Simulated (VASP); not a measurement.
## C3O: single point with PBE+D3(BJ)

The system is C3O.

```
CELL_PARAMETERS angstrom
0.00000 2.41360 2.41360
2.41360 0.00000 2.41360
2.41360 2.41360 0.00000
ATOMIC_POSITIONS crystal
C 0.75000 0.75000 0.75000
C 0.50000 0.50000 0.50000
C 0.25000 0.25000 0.25000
O 0.00000 0.00000 0.00000
```

The cell was generated, and may not be a known phase.

```
Program                : VASP 6.6.1
Task                   : single point
Functional             : PBE
Dispersion             : D3(BJ)
Potentials or basis    : VASP PAW PBE potentials, release 64 (C, O)
Cutoff                 : 520 eV
k mesh                 : 16 × 16 × 16
Occupations            : gaussian, width 0.1 eV
Spin                   : no spin polarisation
Dipole correction      : no
Further INCAR settings : ALGO = Normal; EDIFF = 1e-07; NBANDS = 17
```

| Quantity | Value |
| --- | --- |
| Pressure | 0.0 GPa |
| Band gap on the k mesh | zero (bands 9 and 10 overlap by 2.82 eV) |
| Dispersion energy per atom | -0.200 eV |

Levels at points of the mesh, in eV from the Fermi level:
| k point | band 7 | band 8 | band 9 | band 10 | band 11 | band 12 |
| --- | --- | --- | --- | --- | --- | --- |
| (0.00, 0.00, 0.00) | -2.32 | -2.32 | -2.32 | -1.41 | -1.41 | -1.41 |
| (0.50, 0.00, 0.00) | -3.88 | -3.88 | -0.47 | 0.87 | 2.73 | 2.73 |
| (0.50, 0.50, 0.00) | 0.13 | 0.43 | 0.43 | 2.25 | 3.27 | 3.27 |

Wall time 42 s on 1 thread of AMD EPYC 9R45 96-Core Processor (Zen 5), on a shared host, peak memory 0.18 GiB.
